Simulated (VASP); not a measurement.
The system is C.

```
C
1.0
     1.71541    0.00000    0.00000
    -0.85771    1.48559    0.00000
     0.00000    0.00000    8.24373
C
2
Direct
  0.33333 0.66667 0.25000
  0.66667 0.33333 0.75000
```

| Quantity | Value |
| --- | --- |
| Program | VASP 6.6.1 |
| Task | relaxation of cell and atoms |
| Functional | PBE |
| Potentials or basis | VASP PAW PBE potentials, release 64 (C) |
| Cutoff | 600 eV |
| k mesh | 36 × 36 × 8 |
| Occupations | gaussian, width 0.1 eV |
| Spin | no spin polarisation |

At the start: pressure 0.1 GPa; volume 10.50 Å³/atom.

Question: How do energy, volume and symmetry change on relaxing?

Answer: Over 16 steps the energy falls by 2.0 meV/atom and the volume is 9.33 Å³/atom (-11.2 %); space group P6_3/mmc (No. 194, to 0.1 Å) before and after.

Step by step:
```tsv
step	energy change (eV)	largest force (eV/Å)	pressure (GPa)	volume (Å³)
1	0.0000	0.0000	0.13	21.01
2	-0.0001	0.0000	-0.32	21.03
3	-0.0001	0.0000	-0.23	21.03
4	-0.0001	0.0000	-0.23	21.00
5	-0.0003	0.0000	-0.20	20.90
6	-0.0008	0.0000	-0.15	20.71
7	-0.0016	0.0000	-0.04	20.32
8	-0.0031	0.0000	0.24	19.54
9	-0.0031	0.0000	0.84	17.99
10	-0.0038	0.0000	0.43	18.92
11	-0.0037	0.0000	0.66	18.34
12	-0.0039	0.0000	0.59	18.58
13	-0.0039	0.0000	0.52	18.75
14	-0.0040	0.0000	0.29	18.72
15	-0.0040	0.0000	-0.16	18.65
16	-0.0040	0.0000	-0.05	18.66
```

Final structure:
```xyz
2
Lattice="1.7169 0.0000 0.0000 -0.8584 1.4868 0.0000 0.0000 0.0000 7.3115" Properties=species:S:1:pos:R:3 pbc="T T T"
C     0.0000    0.9912    1.8279
C     0.8584    0.4956    5.4837
```

Caveat: this functional lacks dispersion, which binds the layers, so the pressure and a relaxed spacing across them are unreliable.
